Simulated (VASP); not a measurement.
# SnSe (Fm-3m) in VASP: a series of runs

The runs below take SnSe through single point, with r2SCAN.

Program: VASP 6.6.1. These are calculated values, not measurements. Logs are shortened: lines on timing, memory, paths and dates and some standing lists are left out, and cuts for length are marked.

## Step 1: The cell of the first run

It takes space group Fm-3m (No. 225, cubic). Conventional cell: a = 5.918 Å, b = 5.918 Å, c = 5.918 Å, α = 90.00°, β = 90.00°, γ = 90.00°. Sn (site symmetry m-3m) has 6 Se at 2.96 Å within 3.9 Å. Within 3.9 Å of Se (site symmetry m-3m) lie 6 Sn at 2.96 Å.

## Step 2: Single point, r2SCAN

File POSCAR:

```
SnSe
1.0
    0.0000000000      2.9589731932      2.9589731932
    2.9589731932      0.0000000000      2.9589731932
    2.9589731932      2.9589731932      0.0000000000
Sn Se
1 1
Direct
    0.0000000000      0.0000000000      0.0000000000
    0.5000000000      0.5000000000      0.5000000000
```

File INCAR.step1:

```
SYSTEM = SnSe
ALGO = Normal
EDIFF = 1E-4
ENCUT = 520
GGA = PE
ISMEAR = 0
LASPH = .True.
LCHARG = .False.
LREAL = .False.
LWAVE = .True.
NBANDS = 17
NELM = 60
PREC = Accurate
SIGMA = 0.01
```

File INCAR.step2:

```
SYSTEM = SnSe
ALGO = Normal
EDIFF = 1E-7
ENCUT = 520
ISIF = 2
ISMEAR = 0
ISTART = 1
LASPH = .True.
LCHARG = .False.
LMIXTAU = .True.
LREAL = .False.
LWAVE = .False.
METAGGA = R2SCAN
NBANDS = 17
NELM = 60
PREC = Accurate
SIGMA = 0.01
```

File KPOINTS:

```
k-points
0
Gamma
  6 6 6
  0 0 0
```

Potentials or basis: VASP PAW PBE potentials, release 64 (Sn_d, Se).

The run is started by

```sh
$ cat potpaw_PBE.64/Sn_d/POTCAR potpaw_PBE.64/Se/POTCAR > POTCAR
$ cp INCAR.step1 INCAR
$ mpirun -np 1 vasp_std > vasp.out
$ cp INCAR.step2 INCAR
$ mpirun -np 1 vasp_std > vasp.out
```

OUTCAR:

```text
SYSTEM = SnSe
   EDIFF = 1E-7
   ENCUT = 520
   ISIF = 2
   ISMEAR = 0
   ISTART = 1
   LASPH = .True.
   LREAL = .False.
   METAGGA = R2SCAN
   NELM = 60
   PREC = Accurate

 ion  position               nearest neighbor table
   1  0.000  0.000  0.000-   2 2.96   2 2.96   2 2.96   2 2.96   2 2.96   2 2.96
   2  0.500  0.500  0.500-   1 2.96   1 2.96   1 2.96   1 2.96   1 2.96   1 2.96

  LATTYP: Found a face centered cubic cell.
 ALAT       =     5.9179463864

  Lattice vectors:

 A1 = (   0.0000000000,   2.9589731932,   2.9589731932)
 A2 = (   2.9589731932,   0.0000000000,   2.9589731932)
 A3 = (   2.9589731932,   2.9589731932,   0.0000000000)

Analysis of symmetry for initial positions (statically):
=====================================================================
 Subroutine PRICEL returns:
 Original cell was already a primitive cell.

 Routine SETGRP: Setting up the symmetry group for a
 face centered cubic supercell.

 Subroutine GETGRP returns: Found 48 space group operations
 (whereof 48 operations were pure point group operations)
 out of a pool of 48 trial point group operations.

The static configuration has the point symmetry O_h .

Analysis of symmetry for dynamics (positions and initial velocities):
=====================================================================
 Subroutine PRICEL returns:
 Original cell was already a primitive cell.

 Routine SETGRP: Setting up the symmetry group for a
 face centered cubic supercell.

 Subroutine GETGRP returns: Found 48 space group operations
 (whereof 48 operations were pure point group operations)
 out of a pool of 48 trial point group operations.

The dynamic configuration has the point symmetry O_h .

 Subroutine INISYM returns: Found 48 space group operations
 (whereof 48 operations are pure point group operations),
 and found     1 'primitive' translations

----------------------------------------------------------------------------------------

                                     Primitive cell

  volume of cell :      51.8147

  direct lattice vectors                    reciprocal lattice vectors
     0.000000000  2.958973193  2.958973193    -0.168977536  0.168977536  0.168977536
     2.958973193  0.000000000  2.958973193     0.168977536 -0.168977536  0.168977536
     2.958973193  2.958973193  0.000000000     0.168977536  0.168977536 -0.168977536

  length of vectors
     4.184620021  4.184620021  4.184620021     0.292677678  0.292677678  0.292677678

  position of ions in fractional coordinates (direct lattice)
     0.000000000  0.000000000  0.000000000
     0.500000000  0.500000000  0.500000000

  ion indices of the primitive-cell ions
   primitive index   ion index
                 1           1
                 2           2

----------------------------------------------------------------------------------------

 KPOINTS: k-points

Automatic generation of k-mesh.
 Grid dimensions read from file:
 generate k-points for:    6    6    6

 Generating k-lattice:

  Cartesian coordinates                     Fractional coordinates (reciprocal lattice)
    -0.028162923  0.028162923  0.028162923     0.166666667  0.000000000  0.000000000
     0.028162923 -0.028162923  0.028162923     0.000000000  0.166666667  0.000000000
     0.028162923  0.028162923 -0.028162923     0.000000000  0.000000000  0.166666667

  Length of vectors
     0.048779613  0.048779613  0.048779613

  Shift w.r.t. Gamma in fractional coordinates (k-lattice)
     0.000000000  0.000000000  0.000000000

 Subroutine IBZKPT returns following result:
 ===========================================

 Found     16 irreducible k-points:

 Following reciprocal coordinates:
            Coordinates               Weight
  0.000000  0.000000  0.000000      1.000000
  0.166667  0.000000  0.000000      8.000000
  0.333333  0.000000  0.000000      8.000000
  0.500000  0.000000  0.000000      4.000000
  0.166667  0.166667  0.000000      6.000000
  0.333333  0.166667  0.000000     24.000000
[... 8 lines left out ...]
 -0.333333  0.333333  0.166667     24.000000
 -0.333333  0.500000  0.166667     12.000000
   k-points           NKPTS =     16   k-points in BZ     NKDIM =     16   number of bands    NBANDS=     17
   number of dos      NEDOS =    301   number of ions     NIONS =      2
   total plane-waves  NPLWV =  32768
   dimension x,y,z NGX =    32 NGY =   32 NGZ =   32
   dimension x,y,z NGXF=    64 NGYF=   64 NGZF=   64
   ions per type =               1   1
   NGX,Y,Z   is equivalent  to a cutoff of  12.71, 12.71, 12.71 a.u.
   NGXF,Y,Z  is equivalent  to a cutoff of  25.43, 25.43, 25.43 a.u.
 SYSTEM =  SnSe
   PREC   = accura    normal or accurate (medium, high low for compatibility)
   ISTART =      1    job   : 0-new  1-cont  2-samecut
   ICHARG =      0    charge: 1-file 2-atom 10-const
   ISPIN  =      1    spin polarized calculation?
   LNONCOLLINEAR =      F non collinear calculations
   LSORBIT =      F    spin-orbit coupling
   LASPH  =      T    aspherical Exc in radial PAW
   ENCUT  =  520.0 eV  38.22 Ry    6.18 a.u.   7.78  7.78  7.78*2*pi/ulx,y,z
   NELM   =     60;   NELMIN=  2; NELMDL=  0     # of ELM steps
   EDIFF  = 0.1E-06   stopping-criterion for ELM
   LREAL  =      F    real-space projection
   EDIFFG = 0.1E-05   stopping-criterion for IOM
   NSW    =      0    number of steps for IOM
   IBRION =     -1    ionic relax: 0-MD 1-quasi-New 2-CG
   NFREE  =      0    steps in history (QN), initial steepest desc. (CG)
   ISIF   =      2    stress and relaxation
   ISYM   =      2    0-nonsym 1-usesym 2-fastsym
   POTIM  = 0.5000    time-step for ionic-motion
   TEBEG  =    0.0;   TEEND  =   0.0 temperature during run
   PSTRESS=    0.0 pullay stress
   NELECT =      20.0000    total number of electrons
   NUPDOWN=      -1.0000    fix difference up-down
   EMIN   =  10.00;   EMAX   =-10.00  energy-range for DOS
   EFERMI =   0.00;   METHOD = LEGACY
   ISMEAR =     0;   SIGMA  =   0.01  broadening in eV -4-tet -1-fermi 0-gaus
   EFERMI_NEDOS =   21; number of points for ismear=-14 and -15
   IALGO  =     38    algorithm
   IMIX   =      4    mixing-type and parameters
     AMIX     =   0.40;   BMIX     =  1.00
     AMIX_MAG =   1.60;   BMIX_MAG =  1.00
  volume/ion in A,a.u.               =      25.91       174.83
  Fermi-wavevector in a.u.,A,eV,Ry     =   1.191975  2.252506 19.331216  1.420804
  Thomas-Fermi vector in A             =   2.328024
   LORBIT       =      0    0 simple, 1 ext, 2 COOP (PROOUT), +10 PAW based schemes
   METAGGA = R2SCAN    functional components
   LHFCALC =     F    Hartree Fock is set to
   AEXX    =    0.0000 exact exchange contribution
   IVDW    =     0    specifies the selected vdW correction
   LEPSILON=     F    determine dielectric tensor
   LRPA    =     F    only Hartree local field effects (RPA)
 non-spin polarized calculation
 Gauss-broadening in eV      SIGMA  =   0.01
  energy-cutoff  :      520.00
  volume of cell :       51.81
 maximum number of plane-waves:      1411
   NGX = 15   NGY = 15   NGZ = 15

 number of electron      20.0000003 magnetization

 Free energy of the ion-electron system (eV)
  ---------------------------------------------------
  ext. energy  EPLUGINS =         0.00000000
  ---------------------------------------------------
  free energy    TOTEN  =       -39.87337378 eV

  energy without entropy =      -39.87337378  energy(sigma->0) =      -39.87337378

 E-fermi :   6.3406     XC(G=0): -10.4517

 val. band max:        6.2622673900   @ k =   0.5000   0.0000   0.0000
 cond. band min:       6.9635075731   @ k =   0.5000   0.0000   0.0000
 fundamental gap:      0.7012401831
 Fermi energy:         6.3406474663

 k-point     1 :       0.0000    0.0000    0.0000
  band No.  band energies     occupation
      1     -16.2547      2.00000
      2     -16.2547      2.00000
      3     -16.2490      2.00000
      4     -16.2490      2.00000
      5     -16.2490      2.00000
      6      -8.8198      2.00000
[... 9 lines left out ...]
     16      12.2646      0.00000
     17      14.6585      0.00000

 k-point     2 :       0.1667    0.0000    0.0000
  band No.  band energies     occupation
      1     -16.2570      2.00000
      2     -16.2570      2.00000
      3     -16.2483      2.00000
      4     -16.2455      2.00000
      5     -16.2455      2.00000
      6      -8.6011      2.00000
[... 9 lines left out ...]
     16      12.9434      0.00000
     17      16.5532      0.00000

 k-point     3 :       0.3333    0.0000    0.0000
  band No.  band energies     occupation
      1     -16.2627      2.00000
      2     -16.2626      2.00000
      3     -16.2469      2.00000
      4     -16.2375      2.00000
      5     -16.2374      2.00000
      6      -8.0711      2.00000
[... 9 lines left out ...]
     16      14.6939      0.00000
     17      18.9683      0.00000

 k-point     4 :       0.5000    0.0000    0.0000
  band No.  band energies     occupation
      1     -16.2656      2.00000
      2     -16.2655      2.00000
      3     -16.2462      2.00000
      4     -16.2334      2.00000
      5     -16.2334      2.00000
      6      -7.7305      2.00000
[... 9 lines left out ...]
     16      16.8434      0.00000
     17      16.9406      0.00000
[... 183 lines left out ...]
      1     -16.2777      2.00000
      2     -16.2551      2.00000
      3     -16.2486      2.00000
      4     -16.2352      2.00000
      5     -16.2326      2.00000
      6      -7.6866      2.00000
[... 9 lines left out ...]
     16      16.6965      0.00000
     17      17.3332      0.00000

 k-point    15 :      -0.3333    0.3333    0.1667
  band No.  band energies     occupation
      1     -16.2799      2.00000
      2     -16.2569      2.00000
      3     -16.2423      2.00000
      4     -16.2404      2.00000
      5     -16.2294      2.00000
      6      -7.4494      2.00000
[... 9 lines left out ...]
     16      18.1810      0.00000
     17      18.4067      0.00000

 k-point    16 :      -0.3333    0.5000    0.1667
  band No.  band energies     occupation
      1     -16.2890      2.00000
      2     -16.2514      2.00000
      3     -16.2499      2.00000
      4     -16.2345      2.00000
      5     -16.2266      2.00000
      6      -7.3538      2.00000
[... 9 lines left out ...]
     16      18.0795      0.00000
     17      19.4710      0.00000

------------------------ aborting loop because EDIFF is reached ----------------------------------------

  FORCE on cell =-STRESS in cart. coord.  units (eV):
  Direction    XX          YY          ZZ          XY          YZ          ZX
  --------------------------------------------------------------------------------------
  -------------------------------------------------------------------------------------
  Total        0.8251862      0.8251862      0.8251862      0.0000000      0.0000000      0.0000000
  in kB       25.5158160     25.5158160     25.5158160      0.0000000      0.0000000      0.0000000
  external PRESSURE =      25.5158160 kB  Pullay stress =       0.0000000 kB

 VOLUME and BASIS-vectors are now :
 -----------------------------------------------------------------------------
  energy-cutoff  :      520.00
  volume of cell :       51.81
      direct lattice vectors                 reciprocal lattice vectors
     0.000000000  2.958973193  2.958973193    -0.168977536  0.168977536  0.168977536
     2.958973193  0.000000000  2.958973193     0.168977536 -0.168977536  0.168977536
     2.958973193  2.958973193  0.000000000     0.168977536  0.168977536 -0.168977536

 POSITION                                       TOTAL-FORCE (eV/Angst)
 -----------------------------------------------------------------------------------
      0.00000      0.00000      0.00000         0.000000      0.000000     -0.000000
      2.95897      2.95897      2.95897        -0.000000     -0.000000      0.000000
 -----------------------------------------------------------------------------------
    total drift:                                0.000000     -0.000000     -0.000000

  FREE ENERGIE OF THE ION-ELECTRON SYSTEM (eV)
  ---------------------------------------------------
  free  energy   TOTEN  =       -39.8733737805 eV

  energy  without entropy=      -39.8733737805  energy(sigma->0) =      -39.87337378
```

Wall time 32 s (1 thread of Intel Xeon Platinum 8488C (Sapphire Rapids), shared host); peak memory 0.18 GiB.

What came out:

```
Free energy            : -39.8734 eV
Pressure               : 2.6 GPa
Band gap on the k mesh : 0.70 eV, direct
```

Levels at points of the mesh, in eV from the valence-band top:
| k point | band 7 | band 8 | band 9 | band 10 | band 11 | band 12 | band 13 | band 14 |
| --- | --- | --- | --- | --- | --- | --- | --- | --- |
| (0.00, 0.00, 0.00) | -5.04 | -2.78 | -2.78 | -2.78 | 4.59 | 4.59 | 4.59 | 6.00 |
| (0.50, 0.00, 0.00) | -8.83 | -2.50 | -2.50 | 0.00 | 0.70 | 1.12 | 1.12 | 8.76 |
| (0.50, 0.50, 0.00) | -6.34 | -6.30 | -4.34 | -4.34 | 2.97 | 5.80 | 5.80 | 6.54 |

Caveat: the PAW data sets were made with another functional, which shifts forces and pressure a little; spin-orbit coupling is left out, which moves the levels of the heavy elements.

## Step 3: Single point, r2SCAN

This run uses another cell than the first one, of 26.73 Å³/atom, 1.032 times its volume.

File POSCAR:

```
SnSe
1.0
    0.0000000000      2.9897980490      2.9897980490
    2.9897980490      0.0000000000      2.9897980490
    2.9897980490      2.9897980490      0.0000000000
Sn Se
1 1
Direct
    0.0000000000      0.0000000000      0.0000000000
    0.5000000000      0.5000000000      0.5000000000
```

File INCAR.step1:

```
SYSTEM = SnSe
  PREC = Accurate
  ENCUT = 520
  ISMEAR = 0
  SIGMA = 0.01
  LREAL = .False.
  LASPH = .True.
  NELM = 100
  NBANDS = 17
  GGA = PE
  ALGO = Normal
  EDIFF = 1E-4
  LWAVE = .True.
  LCHARG = .False.
```

File INCAR.step2:

```
SYSTEM = SnSe
  PREC = Accurate
  ENCUT = 520
  EDIFF = 1E-6
  ISMEAR = 0
  SIGMA = 0.01
  LREAL = .False.
  LASPH = .True.
  NELM = 100
  ALGO = Normal
  ISIF = 2
  LWAVE = .False.
  LCHARG = .False.
  METAGGA = R2SCAN
  LMIXTAU = .True.
  NBANDS = 17
  ISTART = 1
```

File KPOINTS:

```
Automatic mesh
0
Gamma
  6 6 6
  0 0 0
```

Potentials or basis: VASP PAW PBE potentials, release 64 (Sn_d, Se).

The run is started by

```sh
$ cat potpaw_PBE.64/Sn_d/POTCAR potpaw_PBE.64/Se/POTCAR > POTCAR
$ cp INCAR.step1 INCAR
$ mpirun -np 1 vasp_std > vasp.out
$ cp INCAR.step2 INCAR
$ mpirun -np 1 vasp_std > vasp.out
```

OUTCAR:

```text
SYSTEM = SnSe
   PREC = Accurate
   ENCUT = 520
   EDIFF = 1E-6
   ISMEAR = 0
   LREAL = .False.
   LASPH = .True.
   NELM = 100
   ISIF = 2
   METAGGA = R2SCAN
   ISTART = 1

 ion  position               nearest neighbor table
   1  0.000  0.000  0.000-   2 2.99   2 2.99   2 2.99   2 2.99   2 2.99   2 2.99
   2  0.500  0.500  0.500-   1 2.99   1 2.99   1 2.99   1 2.99   1 2.99   1 2.99

  LATTYP: Found a face centered cubic cell.
 ALAT       =     5.9795960980

  Lattice vectors:

[... 497 lines left out ...]

  FORCE on cell =-STRESS in cart. coord.  units (eV):
  Direction    XX          YY          ZZ          XY          YZ          ZX
  --------------------------------------------------------------------------------------
  -------------------------------------------------------------------------------------
  Total        0.2217416      0.2217416      0.2217416     -0.0000000      0.0000000      0.0000000
  in kB        6.6466393      6.6466393      6.6466393     -0.0000000      0.0000000      0.0000000
  external PRESSURE =       6.6466393 kB  Pullay stress =       0.0000000 kB

 VOLUME and BASIS-vectors are now :
 -----------------------------------------------------------------------------
  energy-cutoff  :      520.00
  volume of cell :       53.45
      direct lattice vectors                 reciprocal lattice vectors
     0.000000000  2.989798049  2.989798049    -0.167235376  0.167235376  0.167235376
     2.989798049  0.000000000  2.989798049     0.167235376 -0.167235376  0.167235376
     2.989798049  2.989798049  0.000000000     0.167235376  0.167235376 -0.167235376

 POSITION                                       TOTAL-FORCE (eV/Angst)
 -----------------------------------------------------------------------------------
      0.00000      0.00000      0.00000         0.000000      0.000000     -0.000000
      2.98980      2.98980      2.98980        -0.000000     -0.000000      0.000000
 -----------------------------------------------------------------------------------
    total drift:                                0.000000     -0.000000     -0.000000

  FREE ENERGIE OF THE ION-ELECTRON SYSTEM (eV)
  ---------------------------------------------------
  free  energy   TOTEN  =       -39.8899914443 eV

  energy  without entropy=      -39.8899914443  energy(sigma->0) =      -39.88999144
```

OSZICAR.step1:

```text
N       E                     dE             d eps       ncg     rms          rms(c)
DAV:   1     0.129768857223E+03    0.12977E+03   -0.10021E+04   544   0.147E+03
DAV:   2     0.397504028128E+01   -0.12579E+03   -0.12243E+03   576   0.328E+02
DAV:   3    -0.808279435415E+01   -0.12058E+02   -0.11971E+02   663   0.917E+01
DAV:   4    -0.838531661811E+01   -0.30252E+00   -0.30218E+00   643   0.158E+01
DAV:   5    -0.839340849605E+01   -0.80919E-02   -0.80914E-02   793   0.251E+00    0.322E+00
DAV:   6    -0.822730964712E+01    0.16610E+00   -0.40253E-01   747   0.374E+00    0.195E+00
DAV:   7    -0.822585582292E+01    0.14538E-02   -0.77725E-02   658   0.125E+00    0.934E-01
DAV:   8    -0.822764004140E+01   -0.17842E-02   -0.82418E-03   663   0.794E-01    0.107E-01
DAV:   9    -0.822747018841E+01    0.16985E-03   -0.13590E-03   753   0.306E-01    0.462E-02
DAV:  10    -0.822752493830E+01   -0.54750E-04   -0.15835E-04   596   0.721E-02
   1 F= -.82275249E+01 E0= -.82275249E+01  d E =-.542170E-21
```

It took 31 s on 1 thread of Intel Xeon Platinum 8488C (Sapphire Rapids), shared host; peak memory 0.18 GiB.

Results:

| Quantity | Value |
| --- | --- |
| Free energy | -39.8900 eV |
| Pressure | 0.7 GPa |
| Band gap on the k mesh | 0.55 eV, direct |

Levels at points of the mesh, in eV from the valence-band top:
```csv
k point,band 6,band 7,band 8,band 9,band 10,band 11,band 12,band 13,band 14,band 15
"(0.00, 0.00, 0.00)",-14.87,-5.17,-2.70,-2.70,-2.70,4.45,4.45,4.45,6.03,6.03
"(0.50, 0.00, 0.00)",-13.85,-8.67,-2.42,-2.42,0.00,0.55,1.13,1.13,8.64,10.51
"(0.50, 0.50, 0.00)",-13.53,-6.35,-6.09,-4.20,-4.20,3.06,5.59,5.59,6.30,10.68
```

Caveat: the PAW data sets were made with another functional, which shifts forces and pressure a little; spin-orbit coupling is left out, which moves the levels of the heavy elements. A k mesh can miss the band edges.

(Continued in part 2 of 2.)
